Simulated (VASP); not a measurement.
Input of a VASP 6.6.1 run:

INCAR

```
  PREC = Accurate
  ENCUT = 520
  EDIFF = 1E-6
  ISMEAR = -1
  SIGMA = 0.08
  LREAL = F
  LASPH = T
  NELM = 60
  ALGO = Normal
  ISIF = 2
  LWAVE = F
  LCHARG = F
  GGA = CA
  NBANDS = 17
```

KPOINTS

```
Automatic mesh
0
Gamma
  12 12 12
```

The input POSCAR:

```
SnO
1.0
    0.0000000000      2.7375941725      2.7375941725
    2.7375941725      0.0000000000      2.7375941725
    2.7375941725      2.7375941725      0.0000000000
Sn O
1 1
Direct
    0.0000000000      0.0000000000      0.0000000000
    0.2500000000      0.2500000000      0.2500000000
```

Potentials or basis: VASP PAW LDA potentials, release 64 (Sn_d, O).

Launch:

```console
$ cat potpaw_LDA.64/Sn_d/POTCAR potpaw_LDA.64/O/POTCAR > POTCAR
$ mpirun -np 1 vasp_std > vasp.out
```

**Question.** What does it give for the pressure?

**Answer.** -5.2 GPa.

**Question.** Estimate the band gap on the k mesh.

**Answer.** Zero (band 10 reaches 5.36 eV, above the bottom of band 11 at 5.16 eV).

Caveat: spin-orbit coupling is left out, which moves the levels of the heavy elements.
